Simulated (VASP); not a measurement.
# In2Sb (P6_3/mmc) in VASP: further runs

The runs below take In2Sb through single point, with PBEsol+D4, PBEsol, PBEsol+D3(BJ).

Program: VASP 6.6.1. These are calculated values, not measurements. Logs are shortened: lines on timing, memory, paths and dates and some standing lists are left out, and cuts for length are marked.

## (1) The cell of the first run

It takes space group P6_3/mmc (No. 194, hexagonal). Conventional cell: a = 5.283 Å, b = 5.283 Å, c = 6.321 Å, α = 90.00°, β = 90.00°, γ = 120.00°. Within 4.0 Å of In (site symmetry -6m2) lie 5 Sb at 3.05 to 3.16 Å and 6 In at 3.44 Å. In (site symmetry -3m) has 8 In at 3.16 to 3.44 Å and 6 Sb at 3.44 Å within 4.2 Å. Within 4.0 Å of Sb (site symmetry -6m2) lie 11 In at 3.05 to 3.44 Å.

## (2) Single point, PBEsol+D4

The input, INCAR:

```
SYSTEM = In2Sb
PREC     = Accurate       ! precision mode
ENCUT    = 520            ! plane-wave cutoff, eV
EDIFF    = 1E-6           ! SCF threshold, eV
ISMEAR   = 0              ! smearing method
SIGMA    = 0.1            ! smearing width, eV
LREAL    = .FALSE.        ! projectors in reciprocal space
LASPH    = .TRUE.         ! aspherical terms in the spheres
NELM     = 100            ! most SCF steps
ALGO     = Fast           ! electronic algorithm
ISIF     = 2              ! what is computed and relaxed
LWAVE    = .FALSE.        ! write WAVECAR
LCHARG   = .TRUE.         ! write CHGCAR
GGA      = PS             ! functional
IVDW     = 13             ! dispersion correction
LELF     = .TRUE.         ! ELF
LVHAR    = .TRUE.       
NBANDS   = 40             ! bands
```

The input, KPOINTS:

```
regular mesh
0
G
  12 12 6
  0 0 0
```

The input, POSCAR:

```
In2Sb
1.0
    5.2826357016      0.0000000000      0.0000000000
   -2.6413178508      4.5748967165      0.0000000000
    0.0000000000      0.0000000000      6.3211663508
In Sb
4 2
Direct
    0.6666666667      0.3333333333      0.2500000000
    0.3333333333      0.6666666667      0.7500000000
    0.0000000000      0.0000000000      0.5000000000
    0.0000000000      0.0000000000      0.0000000000
    0.6666666667      0.3333333333      0.7500000000
    0.3333333333      0.6666666667      0.2500000000
```

Potentials or basis: VASP PAW PBE potentials, release 64 (In_d, Sb).

Run with:

```
cat potpaw_PBE.64/In_d/POTCAR potpaw_PBE.64/Sb/POTCAR > POTCAR
mpirun -np 1 vasp_std > vasp.out
```

OUTCAR:

```text
SYSTEM = In2Sb
   PREC = Accurate
   ENCUT = 520
   EDIFF = 1E-6
   ISMEAR = 0
   LREAL = .FALSE.
   LASPH = .TRUE.
   NELM = 100
   ISIF = 2
   GGA = PS
   IVDW = 13

 ion  position               nearest neighbor table
   1  0.667  0.333  0.250-   6 3.05   6 3.05   6 3.05   5 3.16   5 3.16   3 3.44   4 3.44   3 3.44
                             4 3.44   3 3.44   4 3.44
   2  0.333  0.667  0.750-   5 3.05   5 3.05   5 3.05   6 3.16   6 3.16   3 3.44   4 3.44   4 3.44
                             3 3.44   4 3.44   3 3.44
   3  0.000  0.000  0.500-   4 3.16   4 3.16   1 3.44   5 3.44   6 3.44   2 3.44   2 3.44   6 3.44
                             1 3.44   5 3.44   1 3.44   5 3.44   2 3.44   6 3.44
   4  0.000  0.000  0.000-   3 3.16   3 3.16   1 3.44   5 3.44   6 3.44   2 3.44   2 3.44   6 3.44
                             1 3.44   5 3.44   1 3.44   5 3.44   2 3.44   6 3.44
   5  0.667  0.333  0.750-   2 3.05   2 3.05   2 3.05   1 3.16   1 3.16   3 3.44   4 3.44   3 3.44
                             4 3.44   3 3.44   4 3.44
   6  0.333  0.667  0.250-   1 3.05   1 3.05   1 3.05   2 3.16   2 3.16   3 3.44   4 3.44   4 3.44
                             3 3.44   4 3.44   3 3.44

  LATTYP: Found a hexagonal cell.
 ALAT       =     5.2826357016
 C/A-ratio  =     1.1965932742

  Lattice vectors:

 A1 = (   5.2826357016,   0.0000000000,   0.0000000000)
 A2 = (  -2.6413178508,   4.5748967165,   0.0000000000)
 A3 = (   0.0000000000,   0.0000000000,   6.3211663508)

Analysis of symmetry for initial positions (statically):
=====================================================================
 Subroutine PRICEL returns:
 Original cell was already a primitive cell.

 Routine SETGRP: Setting up the symmetry group for a
 hexagonal supercell.

 Subroutine GETGRP returns: Found 24 space group operations
 (whereof 12 operations were pure point group operations)
 out of a pool of 24 trial point group operations.

The static configuration has the point symmetry D_3d.
 The point group associated with its full space group is D_6h.

Analysis of symmetry for dynamics (positions and initial velocities):
=====================================================================
 Subroutine PRICEL returns:
 Original cell was already a primitive cell.

 Routine SETGRP: Setting up the symmetry group for a
 hexagonal supercell.

 Subroutine GETGRP returns: Found 24 space group operations
 (whereof 12 operations were pure point group operations)
 out of a pool of 24 trial point group operations.

The dynamic configuration has the point symmetry D_3d.
 The point group associated with its full space group is D_6h.

 Subroutine INISYM returns: Found 24 space group operations
 (whereof 12 operations are pure point group operations),
 and found     1 'primitive' translations

----------------------------------------------------------------------------------------

                                     Primitive cell

  volume of cell :     152.7669

  direct lattice vectors                    reciprocal lattice vectors
     5.282635702  0.000000000  0.000000000     0.189299444  0.109292085  0.000000000
    -2.641317851  4.574896716  0.000000000     0.000000000  0.218584170  0.000000000
     0.000000000  0.000000000  6.321166351     0.000000000  0.000000000  0.158198653

  length of vectors
     5.282635702  5.282635702  6.321166351     0.218584170  0.218584170  0.158198653

  position of ions in fractional coordinates (direct lattice)
     0.666666667  0.333333333  0.250000000
     0.333333333  0.666666667  0.750000000
     0.000000000  0.000000000  0.500000000
     0.000000000  0.000000000  0.000000000
     0.666666667  0.333333333  0.750000000
     0.333333333  0.666666667  0.250000000

  ion indices of the primitive-cell ions
   primitive index   ion index
                 1           1
                 2           2
                 3           3
                 4           4
                 5           5
                 6           6

----------------------------------------------------------------------------------------

 KPOINTS: regular mesh

Automatic generation of k-mesh.
 Grid dimensions read from file:
 generate k-points for:   12   12    6

 Generating k-lattice:

  Cartesian coordinates                     Fractional coordinates (reciprocal lattice)
     0.015774954  0.009107674  0.000000000     0.083333333 -0.000000000  0.000000000
     0.000000000  0.018215347  0.000000000     0.000000000  0.083333333  0.000000000
     0.000000000  0.000000000  0.026366442     0.000000000  0.000000000  0.166666667

  Length of vectors
     0.018215347  0.018215347  0.026366442

  Shift w.r.t. Gamma in fractional coordinates (k-lattice)
     0.000000000  0.000000000  0.000000000

 Subroutine IBZKPT returns following result:
 ===========================================

 Found     76 irreducible k-points:

 Following reciprocal coordinates:
            Coordinates               Weight
  0.000000  0.000000  0.000000      1.000000
  0.083333  0.000000  0.000000      6.000000
  0.166667  0.000000  0.000000      6.000000
  0.250000  0.000000  0.000000      6.000000
  0.333333  0.000000  0.000000      6.000000
  0.416667  0.000000  0.000000      6.000000
[... 16 lines left out ...]
  0.250000  0.000000  0.166667     12.000000
  0.333333  0.000000  0.166667     12.000000
 [... further k-points ...]
   k-points           NKPTS =     76   k-points in BZ     NKDIM =     76   number of bands    NBANDS=     40
   number of dos      NEDOS =    301   number of ions     NIONS =      6
   total plane-waves  NPLWV =  76800
   dimension x,y,z NGX =    40 NGY =   40 NGZ =   48
   dimension x,y,z NGXF=    80 NGYF=   80 NGZF=   96
   ions per type =               4   2
   NGX,Y,Z   is equivalent  to a cutoff of  12.59, 12.59, 12.62 a.u.
   NGXF,Y,Z  is equivalent  to a cutoff of  25.18, 25.18, 25.25 a.u.
 SYSTEM =  In2Sb
   PREC   = accura    normal or accurate (medium, high low for compatibility)
   ISTART =      0    job   : 0-new  1-cont  2-samecut
   ICHARG =      2    charge: 1-file 2-atom 10-const
   ISPIN  =      1    spin polarized calculation?
   LNONCOLLINEAR =      F non collinear calculations
   LSORBIT =      F    spin-orbit coupling
   LASPH  =      T    aspherical Exc in radial PAW
   ENCUT  =  520.0 eV  38.22 Ry    6.18 a.u.   9.82  9.82 11.75*2*pi/ulx,y,z
   NELM   =    100;   NELMIN=  2; NELMDL= -5     # of ELM steps
   EDIFF  = 0.1E-05   stopping-criterion for ELM
   LREAL  =      F    real-space projection
   EDIFFG = 0.1E-04   stopping-criterion for IOM
   NSW    =      0    number of steps for IOM
   IBRION =     -1    ionic relax: 0-MD 1-quasi-New 2-CG
   NFREE  =      0    steps in history (QN), initial steepest desc. (CG)
   ISIF   =      2    stress and relaxation
   ISYM   =      2    0-nonsym 1-usesym 2-fastsym
   POTIM  = 0.5000    time-step for ionic-motion
   TEBEG  =    0.0;   TEEND  =   0.0 temperature during run
   PSTRESS=    0.0 pullay stress
   NELECT =      62.0000    total number of electrons
   NUPDOWN=      -1.0000    fix difference up-down
   EMIN   =  10.00;   EMAX   =-10.00  energy-range for DOS
   EFERMI =   0.00;   METHOD = LEGACY
   ISMEAR =     0;   SIGMA  =   0.10  broadening in eV -4-tet -1-fermi 0-gaus
   EFERMI_NEDOS =   21; number of points for ismear=-14 and -15
   IALGO  =     68    algorithm
   IMIX   =      4    mixing-type and parameters
     AMIX     =   0.40;   BMIX     =  1.00
     AMIX_MAG =   1.60;   BMIX_MAG =  1.00
  volume/ion in A,a.u.               =      25.46       171.82
  Fermi-wavevector in a.u.,A,eV,Ry     =   1.212074  2.290487 19.988625  1.469122
  Thomas-Fermi vector in A             =   2.347569
   LORBIT       =      0    0 simple, 1 ext, 2 COOP (PROOUT), +10 PAW based schemes
   GGA     = PS    functional components
   LHFCALC =     F    Hartree Fock is set to
   AEXX    =    0.0000 exact exchange contribution
   IVDW    =    13    specifies the selected vdW correction
   LEPSILON=     F    determine dielectric tensor
   LRPA    =     F    only Hartree local field effects (RPA)
 non-spin polarized calculation
 RMM-DIIS sequential band-by-band and
 Gauss-broadening in eV      SIGMA  =   0.10
  energy-cutoff  :      520.00
  volume of cell :      152.77
 maximum number of plane-waves:      4136
 NGX is ok and might be reduce to    40
   NGX = 19   NGY = 19   NGZ = 23

 number of electron      62.0000008 magnetization

 Free energy of the ion-electron system (eV)
  ---------------------------------------------------
  ext. energy  EPLUGINS =         0.00000000
  ---------------------------------------------------
  free energy    TOTEN  =       -21.07919742 eV

  energy without entropy =      -21.06683300  energy(sigma->0) =      -21.07301521

 E-fermi :   8.0972     XC(G=0): -10.5331

 val. band max:        8.0958262042   @ k =   0.1667   0.0833   0.1667
 cond. band min:       8.1037651848   @ k =   0.1667   0.0000   0.3333
 fundamental gap:      0.0079389806
 Fermi energy:         8.0971995451

 k-point     1 :       0.0000    0.0000    0.0000
  band No.  band energies     occupation
      1      -6.6571      2.00000
      2      -6.6104      2.00000
      3      -6.6104      2.00000
      4      -6.5367      2.00000
      5      -6.5367      2.00000
      6      -6.5049      2.00000
[... 32 lines left out ...]
     39      10.6558      0.00000
     40      12.6097      0.00000

 k-point     2 :       0.0833    0.0000    0.0000
  band No.  band energies     occupation
      1      -6.6563      2.00000
      2      -6.6139      2.00000
      3      -6.6073      2.00000
      4      -6.5338      2.00000
      5      -6.5312      2.00000
      6      -6.4969      2.00000
[... 32 lines left out ...]
     39      11.1012      0.00000
     40      12.4660      0.00000

 k-point     3 :       0.1667    0.0000    0.0000
  band No.  band energies     occupation
      1      -6.6544      2.00000
      2      -6.6195      2.00000
      3      -6.5989      2.00000
      4      -6.5253      2.00000
      5      -6.5151      2.00000
      6      -6.4886      2.00000
[... 32 lines left out ...]
     39      12.0413      0.00000
     40      12.6285      0.00000

 k-point     4 :       0.2500    0.0000    0.0000
  band No.  band energies     occupation
      1      -6.6523      2.00000
      2      -6.6204      2.00000
      3      -6.5878      2.00000
      4      -6.5124      2.00000
      5      -6.5045      2.00000
      6      -6.4896      2.00000
[... 32 lines left out ...]
     39      12.9821      0.00000
     40      13.0678      0.00000
[... 772 lines left out ...]
     39      11.6708      0.00000
     40      12.6320      0.00000

 k-point    23 :       0.2500    0.0000    0.1667
  band No.  band energies     occupation
      1      -6.6236      2.00000
      2      -6.6057      2.00000
      3      -6.5788      2.00000
      4      -6.5102      2.00000
      5      -6.5078      2.00000
      6      -6.4864      2.00000
[... 32 lines left out ...]
     39      11.9690      0.00000
     40      13.2906      0.00000

 k-point    24 :       0.3333    0.0000    0.1667
  band No.  band energies     occupation
      1      -6.6238      2.00000
      2      -6.5980      2.00000
      3      -6.5704      2.00000
      4      -6.5174      2.00000
      5      -6.5008      2.00000
      6      -6.4716      2.00000
[... 32 lines left out ...]
     39      12.7513      0.00000
     40      13.2169      0.00000

 [... further k-points ...]

------------------------ aborting loop because EDIFF is reached ----------------------------------------

  DFT-D4 for vdW energy calculation

  Edisp (eV):   -1.53795

  FORCE on cell =-STRESS in cart. coord.  units (eV):
  Direction    XX          YY          ZZ          XY          YZ          ZX
  --------------------------------------------------------------------------------------
  -------------------------------------------------------------------------------------
  Total       0.02019     0.02019     0.00265     0.00000     0.00000     0.00000
  in kB       0.21177     0.21177     0.02782     0.00000     0.00000     0.00000
  external pressure =        0.15 kB  Pullay stress =        0.00 kB

 VOLUME and BASIS-vectors are now :
 -----------------------------------------------------------------------------
  energy-cutoff  :      520.00
  volume of cell :      152.77
      direct lattice vectors                 reciprocal lattice vectors
     5.282635702  0.000000000  0.000000000     0.189299444  0.109292085  0.000000000
    -2.641317851  4.574896716  0.000000000     0.000000000  0.218584170  0.000000000
     0.000000000  0.000000000  6.321166351     0.000000000  0.000000000  0.158198653

 POSITION                                       TOTAL-FORCE (eV/Angst)
 -----------------------------------------------------------------------------------
      2.64132      1.52497      1.58029        -0.000000     -0.000000      0.000000
     -0.00000      3.04993      4.74087         0.000000      0.000000      0.000000
      0.00000      0.00000      3.16058         0.000000      0.000000      0.000000
      0.00000      0.00000      0.00000         0.000000      0.000000      0.000000
      2.64132      1.52497      4.74087        -0.000000     -0.000000      0.000000
     -0.00000      3.04993      1.58029        -0.000000      0.000000      0.000000
 -----------------------------------------------------------------------------------
    total drift:                                0.000000     -0.000000      0.000000

  FREE ENERGIE OF THE ION-ELECTRON SYSTEM (eV)
  ---------------------------------------------------
  free  energy   TOTEN  =       -22.6171462263 eV

  energy  without entropy=      -22.6047818082  energy(sigma->0) =      -22.61096402
```

It took 12 min on 1 thread of Intel Xeon Platinum 8375C at 2.90GHz (Ice Lake), shared host; peak memory 0.51 GiB.

What came out:

```yaml
Free_energy: -22.6171 eV
Pressure: 0.0 GPa
Band_gap_on_the_k_mesh: zero (band 31 reaches 9.60 eV, above the bottom of band 32 at 7.19 eV)
Dispersion_energy_per_atom: -0.256 eV
```

Levels at points of the mesh, in eV from the Fermi level:
```csv
k point,band 28,band 29,band 30,band 31,band 32,band 33,band 34,band 35
"(0.00, 0.00, 0.00)",-2.07,-2.07,-1.15,-0.79,-0.32,-0.32,0.38,0.52
"(0.50, 0.00, 0.00)",-3.83,-1.62,-1.61,-1.27,1.34,1.69,2.29,3.61
"(0.00, 0.00, 0.50)",-2.07,-2.07,-2.07,-0.91,-0.91,-0.48,-0.48,-0.48
"(0.50, 0.00, 0.50)",-3.42,-0.28,-0.28,0.82,0.82,2.85,2.85,3.17
```

Caveat: the PAW data sets were made with another functional, which shifts forces and pressure a little; spin-orbit coupling is left out, which moves the levels of the heavy elements; pairwise dispersion overbinds metals, which lowers pressure and volume.

(Part 1 of 2 ends here.)
